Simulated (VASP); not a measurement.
# CdTe (sol): single point with PBEsol

CdTe (sol):

```
Cd Te
1.0
     0.00000    3.24527    3.24527
     3.24527    0.00000    3.24527
     3.24527    3.24527    0.00000
Cd Te
1 1
Direct
  0.00000 0.00000 0.00000
  0.25000 0.25000 0.25000
```

| Quantity | Value |
| --- | --- |
| Program | VASP 6.6.1 |
| Task | single point |
| Functional | PBEsol |
| Potentials or basis | VASP PAW PBE potentials, release 64 (Cd, Te) |
| Cutoff | 500 eV |
| k mesh | 6 × 6 × 6 |
| Occupations | gaussian, width 0.01 eV |
| Spin | no spin polarisation |

```yaml
Pressure: 0.2 GPa
Band_gap_on_the_k_mesh: 0.65 eV, direct
```

Levels at points of the mesh, in eV from the valence-band top:
| k point | band 5 | band 6 | band 7 | band 8 | band 9 | band 10 | band 11 | band 12 | band 13 | band 14 |
| --- | --- | --- | --- | --- | --- | --- | --- | --- | --- | --- |
| (0.00, 0.00, 0.00) | -7.98 | -7.98 | 0.00 | 0.00 | 0.00 | 0.65 | 4.55 | 4.55 | 4.55 | 7.29 |
| (0.50, 0.00, 0.00) | -7.97 | -7.64 | -4.45 | -0.78 | -0.78 | 1.73 | 5.13 | 5.13 | 6.93 | 8.50 |
| (0.50, 0.50, 0.00) | -7.95 | -7.51 | -4.33 | -1.87 | -1.87 | 2.50 | 2.60 | 8.70 | 9.05 | 9.05 |

Wall time 21 s on 1 thread of Intel Xeon 6975P-C (shared host), peak memory 0.21 GiB.

Caveat: the PAW data sets were made with another functional, which shifts forces and pressure a little; spin-orbit coupling is left out, which moves the levels of the heavy elements.
